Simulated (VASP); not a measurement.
# HW8C8 in VASP: a series of runs, part 2 of 2

VASP 6.6.1. The steps go on from the part before.

## Step 3: Single point, r2SCAN+D3(BJ)

Input file POSCAR:

```
HW8C8
1.0
    5.8034000000      0.0000000000      0.0000000000
   -2.9017000000      5.0258920000      0.0000000000
    0.0000000000      0.0000000000     15.2508500000
W C H
8 8 1
Direct
    0.0000000000      0.0000000000      0.0655701158
    0.0003619049     -0.0249507948      0.2562807975
    0.0000040393      0.4999908474      0.0655701158
    0.0077006929      0.4916739158      0.2565102929
    0.5000000000      0.0000000000      0.0655701158
    0.4961818742     -0.0091526042      0.2563594816
    0.4999868081      0.4999908474      0.0655701158
    0.4873257590      0.4945191819      0.2513761528
    0.3539695672      0.1684278134      0.1372841514
    0.3171275497      0.1570865430      0.3229262631
    0.3473717544      0.6497354102      0.1517226909
    0.3279301938      0.6675431943      0.3287161043
    0.8330895027      0.1476553814      0.1360711042
    0.8517772167      0.1791721748      0.3256802080
    0.8378358174      0.6522026339      0.1484048430
    0.7968106455      0.6661305098      0.3382827842
    0.7443202628      0.6125678785      0.4105279378
```

Input file INCAR.step1:

```
PREC = Accurate ; ENCUT = 520
ISMEAR = -1 ; SIGMA = 0.15
LREAL = Auto ; LASPH = T
NELM = 80 ; NBANDS = 86
GGA = PE ; ALGO = Normal
EDIFF = 1E-4 ; LWAVE = T
LCHARG = F
```

Input file INCAR.step2:

```
PREC = Accurate ; ENCUT = 520
EDIFF = 1E-6 ; ISMEAR = -1
SIGMA = 0.15 ; LREAL = Auto
LASPH = T ; NELM = 80
ALGO = Normal ; ISIF = 2
LWAVE = F ; LCHARG = F
METAGGA = R2SCAN ; LMIXTAU = T
IVDW = 12 ; VDW_S6 = 1.0
VDW_S8 = 0.78981345 ; VDW_A1 = 0.49484001
VDW_A2 = 5.73083694 ; NBANDS = 86
ISTART = 1
```

Input file KPOINTS:

```
Automatic mesh
0
Gamma
  3 3 1
```

Potentials or basis: VASP PAW PBE potentials, release 64 (W_sv, C, H).

On the command line:

```
> cat potpaw_PBE.64/W_sv/POTCAR potpaw_PBE.64/C/POTCAR potpaw_PBE.64/H/POTCAR > POTCAR
> cp INCAR.step1 INCAR
> mpirun -np 1 vasp_std > vasp.out
> cp INCAR.step2 INCAR
> mpirun -np 1 vasp_std > vasp.out
```

OUTCAR:

```text
PREC = Accurate
   ENCUT = 520
   EDIFF = 1E-6
   ISMEAR = -1
   LREAL = Auto
   LASPH = T
   NELM = 80
   ISIF = 2
   METAGGA = R2SCAN
   IVDW = 12
   ISTART = 1
 IVDW          = 12

 ion  position               nearest neighbor table
   1  0.000  0.000  0.066-  13 1.91   9 2.09  15 2.16   7 2.90   3 2.90   5 2.90   5 2.90   3 2.90
                             7 2.90   2 2.91
   2  0.000  0.975  0.256-  10 1.89  16 2.01  14 2.07  15 2.31  13 2.51   9 2.54   4 2.83   6 2.83
                             8 2.89   1 2.91   8 2.93   6 2.97   4 2.98
   3  0.000  0.500  0.066-  15 2.02  13 2.07  11 2.19   7 2.90   1 2.90   5 2.90   5 2.90   1 2.90
                             7 2.90   4 2.91
   4  0.008  0.492  0.257-  14 1.89  12 1.95  16 2.31  11 2.34  15 2.34  13 2.52   8 2.78   2 2.83
                             6 2.87   3 2.91   6 2.94   2 2.98   8 3.03
   5  0.500  0.000  0.066-   9 1.92  13 1.99  11 2.20   7 2.90   3 2.90   1 2.90   1 2.90   3 2.90
                             7 2.90   6 2.91
   6  0.496  0.991  0.256-  12 1.96  10 2.01  14 2.08  11 2.35   9 2.43  13 2.50   2 2.83   8 2.86
                             4 2.87   5 2.91   4 2.94   8 2.95   2 2.97
   7  0.500  0.500  0.066-   9 2.00  11 2.01  15 2.12   8 2.83   3 2.90   1 2.90   5 2.90   5 2.90
                             1 2.90   3 2.90
   8  0.487  0.495  0.251-  10 2.02  12 2.05  16 2.05  11 2.12  15 2.36   9 2.40   4 2.78   7 2.83
                             6 2.86   2 2.89   2 2.93   6 2.95   4 3.03
   9  0.354  0.168  0.137-   5 1.92   7 2.00   1 2.09   8 2.40   6 2.43   2 2.54
  10  0.317  0.157  0.323-   2 1.89   6 2.01   8 2.02
  11  0.347  0.650  0.152-   7 2.01   8 2.12   3 2.19   5 2.20   4 2.34   6 2.35
  12  0.328  0.668  0.329-   4 1.95   6 1.96   8 2.05
  13  0.833  0.148  0.136-   1 1.91   5 1.99   3 2.07   6 2.50   2 2.51   4 2.52
  14  0.852  0.179  0.326-   4 1.89   2 2.07   6 2.08
  15  0.838  0.652  0.148-   3 2.02   7 2.12   1 2.16   2 2.31   4 2.34   8 2.36
  16  0.797  0.666  0.338-  17 1.14   2 2.01   8 2.05   4 2.31
  17  0.744  0.613  0.411-  16 1.14

  LATTYP: Found a hexagonal cell.
 ALAT       =     5.8034000000
 C/A-ratio  =     2.6279163938

  Lattice vectors:

 A1 = (   5.8034000000,   0.0000000000,   0.0000000000)
 A2 = (  -2.9017000000,   5.0258920000,   0.0000000000)
 A3 = (   0.0000000000,   0.0000000000,  15.2508500000)

[... 164 lines left out ...]
   IVDW    =    12    specifies the selected vdW correction
   LEPSILON=     F    determine dielectric tensor
   LRPA    =     F    only Hartree local field effects (RPA)
 non-spin polarized calculation
  energy-cutoff  :      520.00
  volume of cell :      444.83
 maximum number of plane-waves:     11985
 NGX is ok and might be reduce to    48
   NGX = 21   NGY = 21   NGZ = 57

 number of electron     145.0000003 magnetization

 Free energy of the ion-electron system (eV)
  ---------------------------------------------------
  ext. energy  EPLUGINS =         0.00000000
  ---------------------------------------------------
  free energy    TOTEN  =      -477.76765705 eV

  energy without entropy =     -477.38445161  energy(sigma->0) =     -477.57605433

 E-fermi :   0.9078     XC(G=0):  -6.8306

 val. band max:        0.7755446396   @ k =   0.3333   0.0000   0.0000
 cond. band min:       1.0513098791   @ k =   0.0000   0.0000   0.0000
 fundamental gap:      0.2757652395
 Fermi energy:         0.9078176901

 k-point     1 :       0.0000    0.0000    0.0000
  band No.  band energies     occupation
      1     -75.1310      2.00000
      2     -75.0150      2.00000
      3     -74.9436      2.00000
      4     -74.9144      2.00000
      5     -74.8688      2.00000
      6     -74.8142      2.00000
[... 424 lines left out ...]
     83       3.5063      0.00000
     84       3.5433      0.00000
 [bands above 84 left out]

------------------------ aborting loop because EDIFF is reached ----------------------------------------

 Edisp (eV)   -1.95184

 E8    (eV) :    -0.7342

  FORCE on cell =-STRESS in cart. coord.  units (eV):
  Direction    XX          YY          ZZ          XY          YZ          ZX
  --------------------------------------------------------------------------------------
  -------------------------------------------------------------------------------------
  Total      14.42976    11.75244     2.43967    -0.85738     2.94938    -0.15382
  in kB      51.97328    42.33007     8.78722    -3.08811    10.62309    -0.55403
  external pressure =       34.36 kB  Pullay stress =        0.00 kB

 VOLUME and BASIS-vectors are now :
 -----------------------------------------------------------------------------
  energy-cutoff  :      520.00
  volume of cell :      444.83
      direct lattice vectors                 reciprocal lattice vectors
     5.803400000  0.000000000  0.000000000     0.172312782  0.099484828  0.000000000
    -2.901700000  5.025892000  0.000000000     0.000000000  0.198969656  0.000000000
     0.000000000  0.000000000 15.250850000     0.000000000  0.000000000  0.065570116

 POSITION                                       TOTAL-FORCE (eV/Angst)
 -----------------------------------------------------------------------------------
      0.00000      0.00000      1.00000         1.753113     -1.572919     -1.946068
     -2.82720      4.90049      3.90850        -2.944816      1.171320     -0.637199
     -1.45080      2.51290      1.00000         0.829409     -0.052008     -0.762339
     -1.38200      2.47110      3.91200        -2.345608      0.397345     -1.723631
      2.90170      0.00000      1.00000         0.959042     -1.709977     -2.136755
      0.00440      4.97989      3.90970         1.162560      1.310327     -0.796498
[... 9 lines left out ...]
      2.69130      3.34790      5.15910         1.339728     -0.985079      0.991369
      2.54210      3.07870      6.26090         0.542109      0.866201     -1.489168
 -----------------------------------------------------------------------------------
    total drift:                               -0.004067      0.007272      0.000255

  FREE ENERGIE OF THE ION-ELECTRON SYSTEM (eV)
  ---------------------------------------------------
  free  energy   TOTEN  =      -479.7194980119 eV

  energy  without entropy=     -479.3362925720  energy(sigma->0) =     -479.52789529
```

OSZICAR.step1:

```text
N       E                     dE             d eps       ncg     rms          rms(c)
DAV:   1     0.173853899808E+04    0.17385E+04   -0.84765E+04  1020   0.161E+03
DAV:   2    -0.741067469962E+02   -0.18126E+04   -0.17726E+04   978   0.490E+02
DAV:   3    -0.187651292729E+03   -0.11354E+03   -0.10997E+03  1080   0.119E+02
DAV:   4    -0.192343373221E+03   -0.46921E+01   -0.46266E+01  1064   0.233E+01
[... 15 lines left out ...]
DAV:  20    -0.165171776247E+03   -0.85267E-03   -0.19820E-04   666   0.671E-02    0.199E-02
DAV:  21    -0.165172138558E+03   -0.36231E-03   -0.58746E-05   584   0.420E-02    0.116E-02
DAV:  22    -0.165172415767E+03   -0.27721E-03   -0.31892E-05   520   0.271E-02    0.812E-03
DAV:  23    -0.165172602229E+03   -0.18646E-03   -0.14176E-05   552   0.169E-02    0.648E-03
DAV:  24    -0.165172688417E+03   -0.86188E-04   -0.93334E-06   524   0.112E-02
   1 F= -.16517269E+03 E0= -.16496350E+03  d E =-.418371E+00
```

It took 14 min on 1 thread of Intel Xeon 6975P-C (Granite Rapids), shared host; peak memory 0.72 GiB.

What came out:

```yaml
Free_energy: -479.7195 eV
Largest_force: 4.176 eV/Å
Band_gap_on_the_k_mesh: zero (an odd number of electrons rules out a gap without spin polarisation)
Dispersion_energy_per_atom: -0.115 eV
```

Forces in eV/Å, atoms in the order of the input:
```
W    1.753 -1.573 -1.946
W   -2.945  1.171 -0.637
W    0.829 -0.052 -0.762
W   -2.346  0.397 -1.724
W    0.959 -1.710 -2.137
W    1.163  1.310 -0.796
W    0.875  0.443 -1.911
W    1.807 -1.041 -0.016
C   -1.629 -0.547  3.369
C    0.868  0.456  0.796
C   -2.248  1.182  0.221
C    0.552  0.157  0.684
C   -0.723  1.423  3.859
C   -0.291 -2.213 -0.061
C   -0.505  0.715  1.559
C    1.340 -0.985  0.991
H    0.542  0.866 -1.489
```

Caveat: the k points lie up to 0.42 Å⁻¹ apart, too coarse for converged energies and pressures of a metal; there is no dipole correction, which matters where the two faces differ; the PAW data sets were made with another functional, which shifts forces and pressure a little; spin-orbit coupling is left out, which moves the levels of the heavy elements.

The gap in the log of VASP goes by the Fermi energy; the results here count the filled bands.